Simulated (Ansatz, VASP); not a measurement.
**PbSe in VASP and in Ansatz**

```
Pb Se
1.0
     0.00000    3.06215    3.06215
     3.06215    0.00000    3.06215
     3.06215    3.06215    0.00000
Pb Se
1 1
Direct
  0.01768 0.01768 0.01768
  0.50000 0.50000 0.50000
```

Change from the starting cell: all Pb atoms moved +0.188 Å, as atom 1 along Cartesian [1 1 1].

Alike in both runs: task single point; functional PBE; k mesh 10 × 10 × 10; occupations gaussian, width 0.03 eV; no spin polarisation.

```csv
,VASP,Ansatz
version,VASP 6.6.1,Ansatz 0.2.0
potentials or method,"VASP PAW PBE potentials, release 64 (Pb_d, Se), cutoff 520 eV","scalar-relativistic, plane waves, PAW"
valence electrons in the cell,20,30
```

Ansatz gave:

```
gap on the k mesh at the Fermi level (eV)                     : 0.45
least direct gap on the mesh (eV)                             : 0.45
pressure (GPa)                                                : 2.9
traceless stress, the component that is largest in VASP (GPa) : 0.08
rms of the force components (eV/Å)                            : 0.105
```

Q: Which values does VASP return?

A: gap on the k mesh at the Fermi level (eV): 0.46; least direct gap on the mesh (eV): 0.46; pressure (GPa): 2.8; traceless stress, the component that is largest in VASP (GPa): 0.08; rms of the force components (eV/Å): 0.108.

Atom by atom the forces differ by 0.002 eV/Å (rms over components). VASP's potentials hold 20 valence electrons a cell and Ansatz's 30, so a difference there can come from the potentials and not from the codes.

Spin-orbit coupling is off throughout.
